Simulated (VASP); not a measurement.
Here is a VASP 6.6.1 calculation.

Contents of POSCAR:

```
SiC
1.0
    0.0000000000      2.0964645452      2.0964645452
    2.1781449820     -0.0816804368      2.1781449820
    2.1781449820      2.1781449820     -0.0816804368
Si C
1 1
Direct
    0.0000000000      0.0000000000      0.0000000000
    0.7500000000      0.7500000000      0.7500000000
```

The input INCAR.step1:

```
SYSTEM = SiC
ALGO     = Normal         ! electronic algorithm
EDIFF    = 1E-4           ! SCF threshold, eV
ENCUT    = 520            ! plane-wave cutoff, eV
GGA      = PE             ! functional
ISMEAR   = 0              ! smearing method
LASPH    = .True.         ! aspherical terms in the spheres
LCHARG   = .False.        ! write CHGCAR
LREAL    = .False.        ! projectors in reciprocal space
LWAVE    = .True.         ! write WAVECAR
NBANDS   = 11             ! bands
NELM     = 100            ! most SCF steps
PREC     = Accurate       ! precision mode
SIGMA    = 0.05           ! smearing width, eV
```

INCAR.step2

```
SYSTEM = SiC
ALGO     = Normal         ! electronic algorithm
EDIFF    = 1E-6           ! SCF threshold, eV
ENCUT    = 520            ! plane-wave cutoff, eV
ISIF     = 2              ! what is computed and relaxed
ISMEAR   = 0              ! smearing method
ISTART   = 1            
LASPH    = .True.         ! aspherical terms in the spheres
LCHARG   = .True.         ! write CHGCAR
LELF     = .True.         ! ELF
LMIXTAU  = .True.       
LREAL    = .False.        ! projectors in reciprocal space
LVHAR    = .True.       
LWAVE    = .False.        ! write WAVECAR
METAGGA  = R2SCAN         ! meta-GGA
NBANDS   = 11             ! bands
NELM     = 100            ! most SCF steps
PREC     = Accurate       ! precision mode
SIGMA    = 0.05           ! smearing width, eV
```

The input KPOINTS:

```
k-points
0
Gamma
  10 10 10
  0 0 0
```

Potentials or basis: VASP PAW PBE potentials, release 64 (Si, C).

Command:

```sh
$ cat potpaw_PBE.64/Si/POTCAR potpaw_PBE.64/C/POTCAR > POTCAR
$ cp INCAR.step1 INCAR
$ mpirun -np 1 vasp_std > vasp.out
$ cp INCAR.step2 INCAR
$ mpirun -np 1 vasp_std > vasp.out
```

(1) Predict the largest force.

(2) What does it give for the pressure?

(3) Estimate the band gap on the k mesh.

## Answers

(1) 0.580 eV/Å.

(2) 1.5 GPa.

(3) 1.27 eV (least direct gap 4.22 eV).

Caveat: the cell differs from its parent crystal (strain -0.0750 x Voigt [0, 0, 0, 1, 0, 0]); the PAW data sets were made with another functional, which shifts forces and pressure a little.
